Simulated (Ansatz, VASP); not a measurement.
## One calculation of Ca2Ag2O, two programs

```
Ca Ag O
1.0
     0.00000    5.05034    5.05034
     5.05034    0.00000    5.05034
     5.05034    5.05034    0.00000
Ca Ag O
4 4 2
Direct
  0.62500 0.62500 0.62500
  0.62500 0.62500 0.12500
  0.62500 0.12500 0.62500
  0.12500 0.62500 0.62500
  0.12500 0.12500 0.12500
  0.12500 0.12500 0.62500
  0.12500 0.62500 0.12500
  0.62500 0.12500 0.12500
  0.25000 0.25000 0.25000
  0.00000 0.00000 0.00000
```

Alike in both runs: functional PBE; k mesh 4 × 4 × 4; occupations gaussian, width 0.1 eV; no spin polarisation.

Ansatz relaxed the structure, and its values are those at the end. VASP's run is a single point on that final structure, the one shown.

|  | VASP | Ansatz |
| --- | --- | --- |
| version | VASP 6.6.1 | Ansatz 0.2.0 |
| potentials or method | VASP PAW PBE potentials, release 64 (Ca_sv, Ag, O), cutoff 520 eV | scalar-relativistic, plane waves, PAW |
| valence electrons in the cell | 96 | 128 |

```csv
,VASP,Ansatz,Ansatz less VASP
gap on the k mesh at the Fermi level (eV),none,none,-
pressure (GPa),0.2,0.2,+0.01
```

A gap of «none» marks a metal or a gap that the smearing closes. VASP's potentials hold 96 valence electrons a cell and Ansatz's 128, so a difference there can come from the potentials and not from the codes.
